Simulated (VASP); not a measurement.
A run of VASP 6.6.1 is set up as follows.

Contents of INCAR:

```
PREC = Accurate
ENCUT = 520
EDIFF = 1E-6
ISMEAR = 0
SIGMA = 0.05
LREAL = F
LASPH = T
NELM = 60
ALGO = Fast
ISIF = 2
LWAVE = F
LCHARG = T
GGA = PE
LELF = T
LVHAR = T
NBANDS = 26
```

KPOINTS

```
Automatic mesh
0
Gamma
  8 8 8
```

Contents of POSCAR:

```
BaIr3
1.0
    4.1927696492      0.0000000000      0.0000000000
    0.0000000000      4.1927696492      0.0000000000
    0.0000000000      0.0000000000      4.1927696492
Ba Ir
1 3
Direct
    0.0000000000      0.0000000000      0.0000000000
    0.0000000000      0.5000000000      0.5000000000
    0.5000000000      0.5000000000      0.0000000000
    0.5000000000      0.0000000000      0.5000000000
```

Potentials or basis: VASP PAW PBE potentials, release 64 (Ba_sv, Ir).

Run with:

```sh
$ cat potpaw_PBE.64/Ba_sv/POTCAR potpaw_PBE.64/Ir/POTCAR > POTCAR
$ mpirun -np 1 vasp_std > vasp.out
```

Predict the pressure.

7.0 GPa.
